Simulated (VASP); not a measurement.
F, 2 atoms in the cell. Symmetry: P6_3/mmc, No. 194, hexagonal system. Conventional cell: a = 1.906 Å, b = 1.906 Å, c = 2.698 Å, α = 90.00°, β = 90.00°, γ = 120.00°. F (site symmetry -6m2) has 12 F at 1.74 to 1.91 Å within 2.3 Å. 

- Program: VASP 6.6.1
- Task: single point
- Functional: PBE
- Potentials or basis: VASP PAW PBE potentials, release 64 (F)
- Cutoff: 520 eV
- k mesh: 18 × 18 × 10
- Occupations: fermi-dirac, width 0.05 eV
- Spin: no spin polarisation
- Dipole correction: no
- Further INCAR settings: ALGO = Normal; EDIFF = 1e-06; NBANDS = 14

Potentials or basis: VASP PAW PBE potentials, release 64 (F).

Command:

```bash
$ cat potpaw_PBE.64/F/POTCAR > POTCAR
$ mpirun -np 1 vasp_std > vasp.out
```

Hardware: 1 thread of Intel(R) Xeon(R) 6975P-C (Granite Rapids) (shared host).

**Question.** How long does it take, and how much memory?

**Answer.** Run time: 7.4 s on 1 thread of Intel(R) Xeon(R) 6975P-C (Granite Rapids), with other jobs on the host, peak memory 0.12 GiB. Counts: scf iterations 11, k points 222.
